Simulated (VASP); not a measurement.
Runs of VASP 6.6.1 on TePb. The structure is that of space group Fm-3m (No. 225), or close to it. The cells are those of the table. 

```csv
task,level,potentials or basis,cell,cutoff (eV),pressure (GPa)
single point,BLYP+D3(BJ),"VASP PAW PBE potentials, release 64 (Pb_d, Te)","a = 4.539 Å, angles 60.0°, 2 atoms",520,1.7
single point,LDA,"VASP PAW LDA potentials, release 64 (Pb_d, Te)","a = 4.512 Å, angles 60.0°, 2 atoms",500,0.0
relaxation of cell and atoms,PBEsol+D4,"VASP PAW PBE potentials, release 64 (Pb_d, Te)","relaxed from a = 4.569 Å, angles 60.0°, 2 atoms",600,0.0
single point,BLYP,"VASP PAW PBE potentials, release 64 (Pb_d, Te)","a = 4.508 Å, angles 60.0°, 2 atoms",520,(a)
single point,RPBE+D3(BJ),"VASP PAW PBE potentials, release 64 (Pb_d, Te)","a = 4.241 Å, angles 60.0°, 2 atoms",520,-0.1
```

Alike in all rows: no spin polarisation; k mesh 7 × 7 × 7; smearing fermi-dirac 0.05 eV.

Q: Estimate the missing entries.

A: (a) 7.9.

Caveats: the PAW data sets were made with another functional, which shifts forces and pressure a little (some runs).
